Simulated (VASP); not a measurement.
Pt:

```
Pt
1.0
    -1.58422    1.58422    1.58422
     1.58422   -1.58422    1.58422
     1.58422    1.58422   -1.58422
Pt
1
Cartesian
  0.0000 0.0000 0.0000
```

Base run:

| Quantity | Value |
| --- | --- |
| Program | VASP 6.6.1 |
| Functional | BLYP |
| Potentials or basis | VASP PAW PBE potentials, release 64 (Pt) |
| Cutoff | 520 eV |
| k mesh | 12 × 12 × 12 |
| Occupations | fermi-dirac, width 0.05 eV |
| Spin | no spin polarisation |

Its results: band gap on the k mesh zero (band 5 reaches 11.67 eV, above the bottom of band 6 at 9.51 eV); pressure 13.6 GPa.

Q: The run is repeated on the same cell with these changes: potentials or basis from VASP PAW PBE potentials, release 64 (Pt) to VASP PAW PBE potentials, release 64 (Pt_sv_GW); cutoff from 520 eV to 500 eV; further incar settings from ALGO = Normal; EDIFF = 1e-06; NBANDS = 11 to ALGO = Normal; EDIFF = 1e-06; NBANDS = 15; valence electrons from 10 to 18. What comes out?

A: Band gap on the k mesh zero (band 9 reaches 11.16 eV, above the bottom of band 10 at 9.01 eV); pressure 10.7 GPa.

Caveats: the PAW data sets were made with another functional, which shifts forces and pressure a little; spin-orbit coupling is left out, which moves the levels of the heavy elements.
